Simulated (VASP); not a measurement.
# In2O3 (R-3c) in VASP: notebook

Aim: see how the results for In2O3 move with the level of theory and the settings. Levels: PBE+D3(BJ), PBE, RPBE. Tasks: single point.

Everything below comes from runs of VASP 6.6.1. Logs are shortened: lines on timing, memory, paths and dates and some standing lists are left out, and cuts for length are marked.

## Step 1: The cell of the first run

Symmetry: R-3c, No. 167, trigonal system. The conventional cell has a = 5.553 Å, b = 5.553 Å, c = 14.640 Å, α = 90.00°, β = 90.00°, γ = 120.00°. In (site symmetry 3) has 6 O at 2.14 to 2.28 Å within 2.8 Å. O (site symmetry 2) has 4 In at 2.14 to 2.28 Å and 4 O at 2.85 to 2.96 Å within 3.0 Å.

## Step 2: Single point, PBE+D3(BJ)

The input, INCAR:

```
SYSTEM = In2O3
ALGO     = Normal         ! electronic algorithm
EDIFF    = 1E-6           ! SCF threshold, eV
ENCUT    = 600            ! plane-wave cutoff, eV
GGA      = PE             ! functional
GGA_COMPAT= .False.      
ISIF     = 2              ! what is computed and relaxed
ISMEAR   = -1             ! smearing method
IVDW     = 12             ! dispersion correction
LASPH    = .True.         ! aspherical terms in the spheres
LCHARG   = .False.        ! write CHGCAR
LREAL    = .False.        ! projectors in reciprocal space
LWAVE    = .False.        ! write WAVECAR
NBANDS   = 55             ! bands
NELM     = 120            ! most SCF steps
PREC     = Accurate       ! precision mode
SIGMA    = 0.05           ! smearing width, eV
```

The input, KPOINTS:

```
k-points
0
Gamma
  6 6 6
  0 0 0
```

The input, POSCAR:

```
In2O3
1.0
    2.7766898554      1.6031226355      4.8801657231
   -2.7766898554      1.6031226355      4.8801657231
    0.0000000000     -3.2062452709      4.8801657231
In O
4 6
Direct
    0.8575869755      0.8575869755      0.8575869755
    0.6424130245      0.6424130245      0.6424130245
    0.1424130245      0.1424130245      0.1424130245
    0.3575869755      0.3575869755      0.3575869755
    0.0464067563      0.7500000000      0.4535932437
    0.7500000000      0.4535932437      0.0464067563
    0.4535932437      0.0464067563      0.7500000000
    0.9535932437      0.2500000000      0.5464067563
    0.2500000000      0.5464067563      0.9535932437
    0.5464067563      0.9535932437      0.2500000000
```

Potentials or basis: VASP PAW PBE potentials, release 64 (In_d, O).

Command:

```console
cat potpaw_PBE.64/In_d/POTCAR potpaw_PBE.64/O/POTCAR > POTCAR
mpirun -np 1 vasp_std > vasp.out
```

OUTCAR:

```text
SYSTEM = In2O3
   EDIFF = 1E-6
   ENCUT = 600
   GGA = PE
   ISIF = 2
   ISMEAR = -1
   IVDW = 12
   LASPH = .True.
   LREAL = .False.
   NELM = 120
   PREC = Accurate
 IVDW          = 12

 ion  position               nearest neighbor table
   1  0.858  0.858  0.858-  10 2.14   9 2.14   8 2.14   5 2.28   7 2.28   6 2.28   2 3.15   3 3.28
                             3 3.28   3 3.28   2 3.64   2 3.64   2 3.64
   2  0.642  0.642  0.642-  10 2.14   8 2.14   9 2.14   6 2.28   7 2.28   5 2.28   1 3.15   4 3.28
                             4 3.28   4 3.28   1 3.64   1 3.64   1 3.64
   3  0.142  0.142  0.142-   7 2.14   6 2.14   5 2.14   8 2.28  10 2.28   9 2.28   4 3.15   1 3.28
                             1 3.28   1 3.28   4 3.64   4 3.64   4 3.64
   4  0.358  0.358  0.358-   7 2.14   5 2.14   6 2.14   9 2.28  10 2.28   8 2.28   3 3.15   2 3.28
                             2 3.28   2 3.28   3 3.64   3 3.64   3 3.64
   5  0.046  0.750  0.454-   4 2.14   3 2.14   1 2.28   2 2.28
   6  0.750  0.454  0.046-   3 2.14   4 2.14   2 2.28   1 2.28
   7  0.454  0.046  0.750-   3 2.14   4 2.14   1 2.28   2 2.28
   8  0.954  0.250  0.546-   2 2.14   1 2.14   3 2.28   4 2.28
   9  0.250  0.546  0.954-   1 2.14   2 2.14   4 2.28   3 2.28
  10  0.546  0.954  0.250-   1 2.14   2 2.14   3 2.28   4 2.28

  LATTYP: Found a trigonal (rhomboedric) cell.
 ALAT       =     5.8391802697
 COS(alpha) =     0.5477474998

  Lattice vectors:

 A1 = (   2.7766898554,   1.6031226355,   4.8801657231)
 A2 = (  -2.7766898554,   1.6031226355,   4.8801657231)
 A3 = (   0.0000000000,  -3.2062452709,   4.8801657231)

Analysis of symmetry for initial positions (statically):
=====================================================================
 Subroutine PRICEL returns:
 Original cell was already a primitive cell.

 Routine SETGRP: Setting up the symmetry group for a
 trigonal (rhombohedral) supercell.

 Subroutine GETGRP returns: Found 12 space group operations
 (whereof  6 operations were pure point group operations)
 out of a pool of 12 trial point group operations.

The static configuration has the point symmetry S_6 .
 The point group associated with its full space group is D_3d.

Analysis of symmetry for dynamics (positions and initial velocities):
=====================================================================
 Subroutine PRICEL returns:
 Original cell was already a primitive cell.

 Routine SETGRP: Setting up the symmetry group for a
 trigonal (rhombohedral) supercell.

 Subroutine GETGRP returns: Found 12 space group operations
 (whereof  6 operations were pure point group operations)
 out of a pool of 12 trial point group operations.

The dynamic configuration has the point symmetry S_6 .
 The point group associated with its full space group is D_3d.

 Subroutine INISYM returns: Found 12 space group operations
 (whereof  6 operations are pure point group operations),
 and found     1 'primitive' translations

----------------------------------------------------------------------------------------

                                     Primitive cell

  volume of cell :     130.3407

  direct lattice vectors                    reciprocal lattice vectors
     2.776689855  1.603122635  4.880165723     0.180070525  0.103963766  0.068303691
    -2.776689855  1.603122635  4.880165723    -0.180070525  0.103963766  0.068303691
     0.000000000 -3.206245271  4.880165723     0.000000000 -0.207927532  0.068303691

  length of vectors
     5.839180270  5.839180270  5.839180270     0.218858979  0.218858979  0.218858979

  position of ions in fractional coordinates (direct lattice)
     0.857586975  0.857586975  0.857586975
     0.642413025  0.642413025  0.642413025
     0.142413025  0.142413025  0.142413025
     0.357586975  0.357586975  0.357586975
     0.046406756  0.750000000  0.453593244
     0.750000000  0.453593244  0.046406756
     0.453593244  0.046406756  0.750000000
     0.953593244  0.250000000  0.546406756
     0.250000000  0.546406756  0.953593244
     0.546406756  0.953593244  0.250000000

  ion indices of the primitive-cell ions
   primitive index   ion index
                 1           1
                 2           2
                 3           3
                 4           4
                 5           5
                 6           6
                 7           7
                 8           8
                 9           9
                10          10

----------------------------------------------------------------------------------------

 KPOINTS: k-points

Automatic generation of k-mesh.
 Grid dimensions read from file:
 generate k-points for:    6    6    6

 Generating k-lattice:

  Cartesian coordinates                     Fractional coordinates (reciprocal lattice)
     0.030011754  0.017327294  0.011383949     0.166666667  0.000000000  0.000000000
    -0.030011754  0.017327294  0.011383949     0.000000000  0.166666667  0.000000000
     0.000000000 -0.034654589  0.011383949     0.000000000  0.000000000  0.166666667

  Length of vectors
     0.036476497  0.036476497  0.036476497

  Shift w.r.t. Gamma in fractional coordinates (k-lattice)
     0.000000000  0.000000000  0.000000000

 Subroutine IBZKPT returns following result:
 ===========================================

 Found     32 irreducible k-points:

 Following reciprocal coordinates:
            Coordinates               Weight
  0.000000  0.000000  0.000000      1.000000
  0.166667  0.000000  0.000000      6.000000
  0.333333  0.000000  0.000000      6.000000
  0.500000  0.000000  0.000000      3.000000
  0.166667  0.166667  0.000000      6.000000
  0.333333  0.166667  0.000000     12.000000
[... 16 lines left out ...]
  0.500000  0.500000  0.166667      6.000000
 -0.333333  0.500000  0.166667     12.000000
 [... further k-points ...]
   k-points           NKPTS =     32   k-points in BZ     NKDIM =     32   number of bands    NBANDS=     55
   number of dos      NEDOS =    301   number of ions     NIONS =     10
   total plane-waves  NPLWV = 110592
   dimension x,y,z NGX =    48 NGY =   48 NGZ =   48
   dimension x,y,z NGXF=    96 NGYF=   96 NGZF=   96
   ions per type =               4   6
   NGX,Y,Z   is equivalent  to a cutoff of  13.67, 13.67, 13.67 a.u.
   NGXF,Y,Z  is equivalent  to a cutoff of  27.33, 27.33, 27.33 a.u.
 SYSTEM =  In2O3
   PREC   = accura    normal or accurate (medium, high low for compatibility)
   ISTART =      0    job   : 0-new  1-cont  2-samecut
   ICHARG =      2    charge: 1-file 2-atom 10-const
   ISPIN  =      1    spin polarized calculation?
   LNONCOLLINEAR =      F non collinear calculations
   LSORBIT =      F    spin-orbit coupling
   LASPH  =      T    aspherical Exc in radial PAW
   ENCUT  =  600.0 eV  44.10 Ry    6.64 a.u.  11.66 11.66 11.66*2*pi/ulx,y,z
   NELM   =    120;   NELMIN=  2; NELMDL= -5     # of ELM steps
   EDIFF  = 0.1E-05   stopping-criterion for ELM
   LREAL  =      F    real-space projection
[... 7 lines left out ...]
   TEBEG  =    0.0;   TEEND  =   0.0 temperature during run
   PSTRESS=    0.0 pullay stress
   NELECT =      88.0000    total number of electrons
   NUPDOWN=      -1.0000    fix difference up-down
   EMIN   =  10.00;   EMAX   =-10.00  energy-range for DOS
   EFERMI =   0.00;   METHOD = LEGACY
   ISMEAR =    -1;   SIGMA  =   0.05  broadening in eV -4-tet -1-fermi 0-gaus
   EFERMI_NEDOS =   21; number of points for ismear=-14 and -15
   IALGO  =     38    algorithm
   IMIX   =      4    mixing-type and parameters
     AMIX     =   0.40;   BMIX     =  1.00
     AMIX_MAG =   1.60;   BMIX_MAG =  1.00
  volume/ion in A,a.u.               =      13.03        87.96
  Fermi-wavevector in a.u.,A,eV,Ry     =   1.436181  2.713988 28.063579  2.062615
  Thomas-Fermi vector in A             =   2.555397
   LORBIT       =      0    0 simple, 1 ext, 2 COOP (PROOUT), +10 PAW based schemes
   GGA     = PE    functional components
   LHFCALC =     F    Hartree Fock is set to
   AEXX    =    0.0000 exact exchange contribution
   IVDW    =    12    specifies the selected vdW correction
   LEPSILON=     F    determine dielectric tensor
   LRPA    =     F    only Hartree local field effects (RPA)
 non-spin polarized calculation
  energy-cutoff  :      600.00
  volume of cell :      130.34
 maximum number of plane-waves:      4375
 NGX is ok and might be reduce to    48
   NGX = 23   NGY = 23   NGZ = 23

 number of electron      88.0000016 magnetization

 Free energy of the ion-electron system (eV)
  ---------------------------------------------------
  ext. energy  EPLUGINS =         0.00000000
  ---------------------------------------------------
  free energy    TOTEN  =       -55.46478254 eV

  energy without entropy =      -55.46478037  energy(sigma->0) =      -55.46478146

 E-fermi :   5.8743     XC(G=0): -11.0614

 val. band max:        5.2443549940   @ k =   0.3333   0.0000   0.0000
 cond. band min:       6.3023799083   @ k =   0.0000   0.0000   0.0000
 fundamental gap:      1.0580249143
 Fermi energy:         5.8742718276

 k-point     1 :       0.0000    0.0000    0.0000
  band No.  band energies     occupation
      1     -12.1955      2.00000
      2     -11.3640      2.00000
      3     -11.3640      2.00000
      4     -11.1645      2.00000
      5     -11.1645      2.00000
      6     -11.0762      2.00000
[... 47 lines left out ...]
     54      14.9735      0.00000
     55      15.4832      0.00000

 k-point     2 :       0.1667    0.0000    0.0000
  band No.  band energies     occupation
      1     -12.1234      2.00000
      2     -11.3553      2.00000
      3     -11.3496      2.00000
      4     -11.2279      2.00000
      5     -11.1797      2.00000
      6     -11.1018      2.00000
[... 47 lines left out ...]
     54      15.5394      0.00000
     55      15.6093      0.00000

 k-point     3 :       0.3333    0.0000    0.0000
  band No.  band energies     occupation
      1     -11.9279      2.00000
      2     -11.4117      2.00000
      3     -11.3237      2.00000
      4     -11.3074      2.00000
      5     -11.2207      2.00000
      6     -11.1635      2.00000
[... 1152 lines left out ...]
 k-point    23 :       0.5000    0.5000    0.1667
  band No.  band energies     occupation
      1     -11.7833      2.00000
      2     -11.5389      2.00000
      3     -11.3665      2.00000
      4     -11.2766      2.00000
      5     -11.2455      2.00000
      6     -11.1068      2.00000
[... 47 lines left out ...]
     54      15.9577      0.00000
     55      16.4626      0.00000

 k-point    24 :      -0.3333    0.5000    0.1667
  band No.  band energies     occupation
      1     -11.7164      2.00000
      2     -11.5812      2.00000
      3     -11.3772      2.00000
      4     -11.3109      2.00000
      5     -11.2054      2.00000
      6     -11.1161      2.00000
[... 47 lines left out ...]
     54      15.6692      0.00000
     55      16.2993      0.00000

 [... further k-points ...]

------------------------ aborting loop because EDIFF is reached ----------------------------------------

 Edisp (eV)   -2.18302

 E8    (eV) :    -0.9277

  FORCE on cell =-STRESS in cart. coord.  units (eV):
  Direction    XX          YY          ZZ          XY          YZ          ZX
  --------------------------------------------------------------------------------------
  -------------------------------------------------------------------------------------
  Total       0.02768     0.02768    -0.11400    -0.00000    -0.00000     0.00000
  in kB       0.34023     0.34023    -1.40135    -0.00000    -0.00000     0.00000
  external pressure =       -0.24 kB  Pullay stress =        0.00 kB

 VOLUME and BASIS-vectors are now :
 -----------------------------------------------------------------------------
  energy-cutoff  :      600.00
  volume of cell :      130.34
      direct lattice vectors                 reciprocal lattice vectors
     2.776689855  1.603122635  4.880165723     0.180070525  0.103963766  0.068303691
    -2.776689855  1.603122635  4.880165723    -0.180070525  0.103963766  0.068303691
     0.000000000 -3.206245271  4.880165723     0.000000000 -0.207927532  0.068303691

 POSITION                                       TOTAL-FORCE (eV/Angst)
 -----------------------------------------------------------------------------------
      0.00000      0.00000     12.55550         0.000000     -0.000000     -0.012663
      0.00000      0.00000      9.40525         0.000000      0.000000      0.012663
      0.00000      0.00000      2.08500         0.000000      0.000000      0.012663
      0.00000      0.00000      5.23525         0.000000     -0.000000     -0.012663
     -1.95366     -0.17759      6.10021        -0.005921     -0.010255     -0.000000
      0.82303      1.78072      6.10021        -0.005921      0.010255     -0.000000
      1.13063     -1.60312      6.10021         0.011842      0.000000      0.000000
      1.95366      0.17759      8.54029         0.005921      0.010255     -0.000000
     -0.82303     -1.78072      8.54029         0.005921     -0.010255     -0.000000
     -1.13063      1.60312      8.54029        -0.011842      0.000000     -0.000000
 -----------------------------------------------------------------------------------
    total drift:                                0.000000      0.000000      0.000000

  FREE ENERGIE OF THE ION-ELECTRON SYSTEM (eV)
  ---------------------------------------------------
  free  energy   TOTEN  =       -57.6478027474 eV

  energy  without entropy=      -57.6478005696  energy(sigma->0) =      -57.64780166
```

Wall time 4.7 min (1 thread of Intel Xeon Platinum 8259CL at 2.50GHz (Skylake/Cascade Lake), shared host); peak memory 0.44 GiB.

Results:

```yaml
Free_energy: -57.6478 eV
Pressure: 0.0 GPa
Largest_force: 0.013 eV/Å
Band_gap_on_the_k_mesh: 1.06 eV (least direct gap 1.13 eV)
Dispersion_energy_per_atom: -0.218 eV
```

Forces in eV/Å, atoms in the order of the input:
```
In   0.000  0.000 -0.013
In   0.000  0.000  0.013
In   0.000  0.000  0.013
In   0.000  0.000 -0.013
O   -0.006 -0.010  0.000
O   -0.006  0.010  0.000
O    0.012  0.000  0.000
O    0.006  0.010  0.000
O    0.006 -0.010  0.000
O   -0.012  0.000  0.000
```

Stress tensor (GPa, compression positive):
```
 0.03  0.00  0.00
 0.00  0.03  0.00
 0.00  0.00 -0.14
```

Levels at points of the mesh, in eV from the valence-band top:
| k point | band 41 | band 42 | band 43 | band 44 | band 45 | band 46 | band 47 | band 48 |
| --- | --- | --- | --- | --- | --- | --- | --- | --- |
| (0.00, 0.00, 0.00) | -0.25 | -0.25 | -0.07 | -0.07 | 1.06 | 5.38 | 5.99 | 7.03 |
| (0.50, 0.00, 0.00) | -0.72 | -0.72 | -0.06 | -0.06 | 4.73 | 4.73 | 5.66 | 5.66 |
| (0.50, 0.50, 0.00) | -0.54 | -0.34 | -0.09 | -0.04 | 4.94 | 5.28 | 6.19 | 6.30 |
| (0.50, 0.50, 0.50) | -0.19 | -0.19 | -0.19 | -0.19 | 4.20 | 4.20 | 6.87 | 6.87 |

Caveat: three body term missing; spin-orbit coupling is left out, which moves the levels of the heavy elements. A k mesh can miss the band edges.

(Part 1 of 3 ends here.)
